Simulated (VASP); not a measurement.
## Ge4S: relaxation of the atoms with PBE

The system is Ge4S, a slab with vacuum.

```
CELL_PARAMETERS angstrom
4.07405 0.00000 0.00000
0.00000 4.07405 0.00000
0.00000 0.00000 19.85576
ATOMIC_POSITIONS crystal
Ge 0.00000 0.50000 0.20145
Ge 0.00000 0.00000 0.27400
Ge 0.50000 0.00000 0.34937
Ge 0.50000 0.50000 0.42082
S 0.75000 0.00000 0.46154
```

| Property | Result |
| --- | --- |
| Program | VASP 6.6.1 |
| Task | relaxation of the atoms |
| Functional | PBE |
| Potentials or basis | VASP PAW PBE potentials, release 64 (Ge_d, S) |
| Cutoff | 520 eV |
| k mesh | 7 × 7 × 1 |
| Occupations | gaussian, width 0.1 eV |
| Spin | no spin polarisation |
| Dipole correction | yes |
| Atoms held fixed (from 0) | [0, 1, 2, 3] |
| Further INCAR settings | ALGO = Normal; EDIFF = 1e-06; IBRION = 2; EDIFFG = -0.025; NSW = 36 |
| Atoms held along some axes (from 0) | atom 4 along a and b |

The energy gained by relaxing is 2.0 meV/atom, the ionic steps are 4 and the band gap on the k mesh is zero (bands 31 and 32 overlap by 0.78 eV).

The path:
```tsv
step	energy change (eV)	largest force on free atoms (eV/Å)	pressure (GPa)
1	0.0000	0.2870	0.82
2	-0.0036	0.2270	0.77
3	-0.0094	0.0553	0.61
4	-0.0098	0.0007	0.56
```

Final structure:
```xyz
5
Lattice="4.0741 0.0000 0.0000 0.0000 4.0741 0.0000 0.0000 0.0000 19.8558" Properties=species:S:1:pos:R:3 pbc="T T T"
Ge    0.0000    2.0370    4.0000
Ge    0.0000    0.0000    5.4404
Ge    2.0370    0.0000    6.9369
Ge    2.0370    2.0370    8.3558
S     3.0555    0.0000    9.2330
```

Levels at points of the mesh, in eV from the Fermi level:
| k point | band 27 | band 28 | band 29 | band 30 | band 31 | band 32 | band 33 | band 34 | band 35 | band 36 |
| --- | --- | --- | --- | --- | --- | --- | --- | --- | --- | --- |
| (0.00, 0.00, 0.00) | -2.50 | -1.89 | -1.45 | -1.32 | 0.49 | 0.56 | 0.80 | 1.85 | 2.24 | 2.49 |

Wall time 6.2 min on 1 thread of AMD EPYC 9R45 96-Core Processor (Zen 5), with other jobs on the host, peak memory 0.44 GiB.
